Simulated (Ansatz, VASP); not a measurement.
# One calculation of MoS2, two programs

INCAR

```
SYSTEM = MoS2
PREC     = Accurate       ! precision mode
ENCUT    = 500            ! plane-wave cutoff, eV
EDIFF    = 1E-6           ! SCF threshold, eV
ISMEAR   = 0              ! smearing method
SIGMA    = 0.05           ! smearing width, eV
LREAL    = .False.        ! projectors in reciprocal space
LASPH    = .True.         ! aspherical terms in the spheres
NELM     = 200            ! most SCF steps
ALGO     = Normal         ! electronic algorithm
ISIF     = 2              ! what is computed and relaxed
LWAVE    = .False.        ! write WAVECAR
LCHARG   = .False.        ! write CHGCAR
ISPIN    = 2              ! spin polarisation
MAGMOM   = 0 0 0 0 0 0    ! initial moments
LORBIT   = 11             ! projections on sites
LMAXMIX  = 4              ! l up to which the mixer works
LDAU     = .True.         ! DFT+U
LDAUTYPE = 2            
LDAUL    = 2 -1           ! shell
LDAUU    = 4 0            ! U, eV
LDAUJ    = 0 0          
LDAUPRINT= 1            
NBANDS   = 39             ! bands
GGA_COMPAT= .False.
```

The input KPOINTS:

```
regular mesh
0
Gamma
  7 7 2
  0 0 0
```

File POSCAR:

```
MoS2
1.0
    3.1610015200      0.0000000000      0.0000000000
   -1.5805007600      2.7375076200      0.0000000000
    0.0000000000      0.0000000000     12.2949997000
Mo S
2 4
Direct
    0.3333333333      0.6666666667      0.2500000000
    0.6666666667      0.3333333333      0.7500000000
    0.3333333333      0.6666666667      0.6275000000
    0.6666666667      0.3333333333      0.1275000000
    0.3333333333      0.6666666667      0.8725000000
    0.6666666667      0.3333333333      0.3725000000
```

Input for Ansatz:

```yaml
crystal:
  lattice:
    - [3.16100152, 0.0, 0.0]
    - [-1.58050076, 2.73750762, 0.0]
    - [0.0, 0.0, 12.2949997]
  atoms:
    - { symbol: Mo, position: [0.3333333333, 0.6666666667, 0.25], spin: 2.0 }
    - { symbol: Mo, position: [0.6666666667, 0.3333333333, 0.75], spin: -2.0 }
    - { symbol: S, position: [0.3333333333, 0.6666666667, 0.6275] }
    - { symbol: S, position: [0.6666666667, 0.3333333333, 0.1275] }
    - { symbol: S, position: [0.3333333333, 0.6666666667, 0.8725] }
    - { symbol: S, position: [0.6666666667, 0.3333333333, 0.3725] }
basis:
  ecutwfc: 420
  ecutrho_ratio: 4
kpoints:
  mp_grid: { grid: [7, 7, 2] }
hamiltonian:
  xc: lda
  hubbard:
    sites:
      - { site: 0, l: d, u_eff: 4.0, starting_ns: [{ spin: up, occupation_matrix: s0up }, { spin: down, occupation_matrix: s0down }] }
      - { site: 1, l: d, u_eff: 4.0, starting_ns: [{ spin: up, occupation_matrix: s1up }, { spin: down, occupation_matrix: s1down }] }
    occupation_matrices:
      s0up:
        matrix:
          - [0.97, 0.0, 0.0, 0.0, 0.0]
          - [0.0, 0.02, 0.0, 0.0, 0.0]
          - [0.0, 0.0, 0.02, 0.0, 0.0]
          - [0.0, 0.0, 0.0, 0.02, 0.0]
          - [0.0, 0.0, 0.0, 0.0, 0.97]
      s0down:
        matrix:
          - [0.02, 0.0, 0.0, 0.0, 0.0]
          - [0.0, 0.02, 0.0, 0.0, 0.0]
          - [0.0, 0.0, 0.02, 0.0, 0.0]
          - [0.0, 0.0, 0.0, 0.02, 0.0]
          - [0.0, 0.0, 0.0, 0.0, 0.02]
      s1up:
        matrix:
          - [0.02, 0.0, 0.0, 0.0, 0.0]
          - [0.0, 0.02, 0.0, 0.0, 0.0]
          - [0.0, 0.0, 0.02, 0.0, 0.0]
          - [0.0, 0.0, 0.0, 0.02, 0.0]
          - [0.0, 0.0, 0.0, 0.0, 0.02]
      s1down:
        matrix:
          - [0.97, 0.0, 0.0, 0.0, 0.0]
          - [0.0, 0.02, 0.0, 0.0, 0.0]
          - [0.0, 0.0, 0.02, 0.0, 0.0]
          - [0.0, 0.0, 0.0, 0.02, 0.0]
          - [0.0, 0.0, 0.0, 0.0, 0.97]
    ns_hold: { iters: 8 }
scf:
  occupations: { method: gaussian, width: 0.05 }
  lower_state_search: "off"
  max_iter: 150
output:
  forces: true
  stress: true
  eigenvalues: true
  populations: true
  hubbard: { sites: [{ site: 0, l: d }, { site: 1, l: d }] }
  write_density: true
  write_potential: true
  elf: true
  volumetric_format: npy
magnetization:
  spin_polarized: true
```

Alike in both runs: task single point; functional LDA; k mesh 7 × 7 × 2; occupations gaussian, width 0.05 eV; collinear spin; Hubbard terms Mo d U = 4.0 eV.

|  | VASP | Ansatz |
| --- | --- | --- |
| version | VASP 6.6.1 | Ansatz 0.2.0 |
| potentials or method | VASP PAW LDA potentials, release 64 (Mo_sv, S), cutoff 500 eV | scalar-relativistic, plane waves, PAW |
| valence electrons in the cell | 52 | 52 |

VASP gave:

| Item | Value |
| --- | --- |
| gap on the k mesh at the Fermi level (eV) | 0.95 |
| least direct gap on the mesh (eV) | 2.01 |
| pressure (GPa) | 3.6 |
| traceless stress, the component that is largest in VASP (GPa) | 4.66 |
| rms of the force components (eV/Å) | 0.489 |
| net moment per atom (μB) | 0.00 |

Which values does Ansatz return?

gap on the k mesh at the Fermi level (eV): 0.89; least direct gap on the mesh (eV): 1.95; pressure (GPa): 1.0; traceless stress, the component that is largest in VASP (GPa): 4.49; rms of the force components (eV/Å): 0.345; net moment per atom (μB): 0.00.

LDA's correlation is that of Perdew and Zunger in VASP and of Perdew and Wang (1992) in Ansatz. The programs project onto different local orbitals, so the same U acts differently, and such runs can settle in different states. Atom by atom the forces differ by 0.144 eV/Å (rms over components). Ansatz's warnings: seeded moment not kept, specified occupation not kept, symmetry narrowed by occupation matrices.
